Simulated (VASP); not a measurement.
A run of VASP 6.6.1:

Contents of INCAR:

```
ALGO = Normal
EDIFF = 1E-6
ENCUT = 520
GGA = PE
ISIF = 2
ISMEAR = 0
ISPIN = 2
LASPH = T
LCHARG = F
LDAU = T
LDAUJ = 0 0
LDAUL = 2 -1
LDAUPRINT = 1
LDAUTYPE = 2
LDAUU = 2 0
LMAXMIX = 4
LORBIT = 11
LREAL = F
LWAVE = F
MAGMOM = 2.26 0.16 0.16 0.16
NBANDS = 26
NELM = 150
PREC = Accurate
SIGMA = 0.05
```

Contents of KPOINTS:

```
k-points
0
Gamma
  6 6 6
```

File POSCAR:

```
OsBr3
1.0
    5.1428858668      0.0000000000      0.0000000000
    0.0000000000      5.1428858668      0.0000000000
    0.0000000000      0.0000000000      5.1428858668
Os Br
1 3
Direct
    0.0000000000      0.0000000000      0.0000000000
    0.5000000000      0.0000000000      0.0000000000
    0.0000000000      0.0000000000      0.5000000000
    0.0000000000      0.5000000000      0.0000000000
```

Potentials or basis: VASP PAW PBE potentials, release 64 (Os, Br).

The run is started by

```bash
$ cat potpaw_PBE.64/Os/POTCAR potpaw_PBE.64/Br/POTCAR > POTCAR
$ mpirun -np 1 vasp_std > vasp.out
```

Hardware: 1 thread of AMD EPYC 9R45 96-Core Processor (Zen 5), on a shared host.

Problem. Estimate the wall time of this run.

Solution. Run time: 73 s on 1 thread of AMD EPYC 9R45 96-Core Processor (Zen 5) (shared host), peak memory 0.3 GiB. Counts: scf iterations 14, k points 20.
